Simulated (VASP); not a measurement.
# Ge (Fd-3m) in VASP: a series of runs, part 2 of 2

VASP 6.6.1. Earlier steps stand in the parts before.

**5. Relaxation of cell and atoms, r2SCAN, target pressure 25 GPa, at which the enthalpy is minimised**

This run uses another cell than the first one, of 18.60 Å³/atom.

POSCAR

```
Ge
1.0
    0.0000000000      2.6497674603      2.6497674603
    2.6497674603      0.0000000000      2.6497674603
    2.6497674603      2.6497674603      0.0000000000
Ge
2
Direct
    0.5000000000      0.5000000000      0.5000000000
    0.7500000000      0.7500000000      0.7500000000
```

INCAR.step1

```
SYSTEM = Ge
PREC     = Accurate       ! precision mode
ENCUT    = 550            ! plane-wave cutoff, eV
ISMEAR   = 0              ! smearing method
SIGMA    = 0.02           ! smearing width, eV
LREAL    = .False.        ! projectors in reciprocal space
LASPH    = .True.         ! aspherical terms in the spheres
NELM     = 120            ! most SCF steps
GGA      = PE             ! functional
ALGO     = Normal         ! electronic algorithm
EDIFF    = 1E-5           ! SCF threshold, eV
LWAVE    = .True.         ! write WAVECAR
LCHARG   = .False.        ! write CHGCAR
GGA_COMPAT= .False.      
IBRION   = 2              ! ionic algorithm
ISIF     = 3              ! what is computed and relaxed
EDIFFG   = -0.005         ! ionic threshold
NELMIN   = 4            
NSW      = 100            ! ionic steps
```

INCAR.step2

```
SYSTEM = Ge
PREC     = Accurate       ! precision mode
ENCUT    = 550            ! plane-wave cutoff, eV
EDIFF    = 1E-7           ! SCF threshold, eV
ISMEAR   = 0              ! smearing method
SIGMA    = 0.02           ! smearing width, eV
LREAL    = .False.        ! projectors in reciprocal space
LASPH    = .True.         ! aspherical terms in the spheres
NELM     = 120            ! most SCF steps
ALGO     = Normal         ! electronic algorithm
ISIF     = 3              ! what is computed and relaxed
LWAVE    = .False.        ! write WAVECAR
LCHARG   = .False.        ! write CHGCAR
METAGGA  = R2SCAN         ! meta-GGA
LMIXTAU  = .True.       
IBRION   = 2              ! ionic algorithm
NSW      = 70             ! ionic steps
EDIFFG   = -0.008         ! ionic threshold
PSTRESS  = 250.0        
ISTART   = 1            
GGA_COMPAT= .False.      
NELMIN   = 4
```

KPOINTS

```
regular mesh
0
Gamma
  12 12 12
  0 0 0
```

Potentials or basis: VASP PAW PBE potentials, release 64 (Ge_d).

Started as:

```
$ cat potpaw_PBE.64/Ge_d/POTCAR > POTCAR
$ cp INCAR.step1 INCAR
$ mpirun -np 1 vasp_std > vasp.out
$ cp INCAR.step2 INCAR
$ mpirun -np 1 vasp_std > vasp.out
```

OUTCAR:

```text
SYSTEM = Ge
   PREC = Accurate
   ENCUT = 550
   EDIFF = 1E-7
   ISMEAR = 0
   LREAL = .False.
   LASPH = .True.
   NELM = 120
   ISIF = 3
   METAGGA = R2SCAN
   IBRION = 2
   NSW = 70
   EDIFFG = -0.008
   PSTRESS = 250.0
   ISTART = 1
   NELMIN = 4

 ion  position               nearest neighbor table
   1  0.500  0.500  0.500-   2 2.29   2 2.29   2 2.29   2 2.29
   2  0.750  0.750  0.750-   1 2.29   1 2.29   1 2.29   1 2.29

  LATTYP: Found a face centered cubic cell.
 ALAT       =     5.2995349206

  Lattice vectors:

 A1 = (   0.0000000000,   2.6497674603,   2.6497674603)
 A2 = (   2.6497674603,   0.0000000000,   2.6497674603)
 A3 = (   2.6497674603,   2.6497674603,   0.0000000000)

[... 252 lines left out ...]
--------------------------------------- Ionic step        3  -------------------------------------------

 number of electron      28.0000004 magnetization

 Free energy of the ion-electron system (eV)
  ---------------------------------------------------
  ext. energy  EPLUGINS =         0.00000000
  ---------------------------------------------------
  free energy    TOTEN  =       -27.18043237 eV

  energy without entropy =      -27.18043237  energy(sigma->0) =      -27.18043237

 E-fermi :   7.1235     XC(G=0): -11.9253

 val. band max:        7.0426950415   @ k =   0.0000   0.0000   0.0000
 cond. band min:       7.4763934463   @ k =   0.4167   0.4167   0.0000
 fundamental gap:      0.4336984048
 Fermi energy:         7.1235480853

 k-point     1 :       0.0000    0.0000    0.0000
  band No.  band energies     occupation
      1     -18.8901      2.00000
      2     -18.8901      2.00000
      3     -18.8901      2.00000
      4     -18.8321      2.00000
      5     -18.8321      2.00000
      6     -18.4721      2.00000
[... 481 lines left out ...]
      5     -18.7215      2.00000
      6     -18.5652      2.00000
[... 10 lines left out ...]
     17      12.3410      0.00000
     18      16.0225      0.00000

 [... further k-points ...]
[... 5 lines left out ...]
  --------------------------------------------------------------------------------------
  -------------------------------------------------------------------------------------
  Total        5.7698089      5.7698089      5.7698089      0.0000000      0.0000000     -0.0000000
  in kB      250.1426710    250.1426710    250.1426710      0.0000000      0.0000000     -0.0000000
  external PRESSURE =       0.1426710 kB  Pullay stress =     250.0000000 kB
[... 21 lines left out ...]
  energy  without entropy=      -27.1804323719  energy(sigma->0) =      -27.18043237

  enthalpy is  TOTEN    =       -21.4139142938 eV   P V=        5.7665180781

 reached required accuracy - stopping structural energy minimisation
```

OUTCAR.step1:

```text
SYSTEM = Ge
   PREC = Accurate
   ENCUT = 550
   ISMEAR = 0
   LREAL = .False.
   LASPH = .True.
   NELM = 120
   GGA = PE
   EDIFF = 1E-5
   IBRION = 2
   ISIF = 3
   EDIFFG = -0.005
   NELMIN = 4
   NSW = 100

[... 899 lines left out ...]
 cond. band min:       4.5975170991   @ k =   0.5000   0.0000   0.0000
 fundamental gap:      0.0471634847
 Fermi energy:         4.5563510203

 k-point     1 :       0.0000    0.0000    0.0000
  band No.  band energies     occupation
      1     -20.2046      2.00000
      2     -20.2046      2.00000
      3     -20.2046      2.00000
      4     -20.1722      2.00000
      5     -20.1722      2.00000
      6     -19.9855      2.00000
[... 524 lines left out ...]
  FREE ENERGIE OF THE ION-ELECTRON SYSTEM (eV)
  ---------------------------------------------------
  free  energy   TOTEN  =        -9.0288620679 eV

  energy  without entropy=       -9.0288437854  energy(sigma->0) =       -9.02885293

 reached required accuracy - stopping structural energy minimisation
```

Wall time 15 min (1 thread of Intel Xeon Platinum 8259CL at 2.50GHz (Skylake/Cascade Lake), shared host); peak memory 0.2 GiB.

What came out:

```
Free energy                                                : -27.1804 eV
Relaxed volume                                             : 18.48 Å³/atom
Relaxed cell                                               : a = 3.739 Å, b = 3.739 Å, c = 3.739 Å, α = 60.00°, β = 60.00°, γ = 60.00°
Space group after relaxing (to 0.1 Å)                      : Fd-3m (No. 227)
Energy change on relaxing (the run minimises the enthalpy) : +19.3 meV/atom
Ionic steps                                                : 3
Pressure after relaxing                                    : 25.0 GPa
Band gap on the k mesh                                     : 0.43 eV (least direct gap 2.49 eV)
```

The path:
| step | energy change (eV) | largest force (eV/Å) | pressure (GPa) | volume (Å³) |
| --- | --- | --- | --- | --- |
| 1 | 0.0000 | 0.0000 | 23.70 | 37.21 |
| 2 | 0.1295 | 0.0000 | 27.71 | 36.40 |
| 3 | 0.0386 | 0.0000 | 25.01 | 36.96 |

Final structure:
```
CELL_PARAMETERS angstrom
0.00000 2.64374 2.64374
2.64374 0.00000 2.64374
2.64374 2.64374 0.00000
ATOMIC_POSITIONS crystal
Ge 0.50000 0.50000 0.50000
Ge 0.75000 0.75000 0.75000
```

Caveat: the cell is relaxed towards a set pressure, so the run minimises the enthalpy, not the energy; the PAW data sets were made with another functional, which shifts forces and pressure a little.

**6. Overview**

```tsv
cell	smearing	gap on the mesh (eV)	pressure (GPa)
relaxed to -1 GPa from a = 4.026 Å, angles 60.0°, 2 atoms	gaussian 0.02 eV	0.17	-1.0
relaxed to 90 GPa from a = 3.501 Å, angles 60.0°, 2 atoms	gaussian 0.01 eV	none	90.0
relaxed to 50 GPa from a = 3.639 Å, angles 60.0°, 2 atoms	gaussian 0.02 eV	0.17	50.0
relaxed to 25 GPa from a = 3.747 Å, angles 60.0°, 2 atoms	gaussian 0.02 eV	0.43	25.0
```

Alike in all rows: task relaxation of cell and atoms; level r2SCAN; potentials or basis VASP PAW PBE potentials, release 64 (Ge_d); no spin polarisation; k mesh 12 × 12 × 12; cutoff (eV) 550.

Caveats: the cell is relaxed towards a set pressure, so the run minimises the enthalpy, not the energy; the PAW data sets were made with another functional, which shifts forces and pressure a little; semilocal functionals underestimate gaps, so a narrow gap can read as zero (at least some runs).

Absolute energies hang on the potentials; compare differences alone.
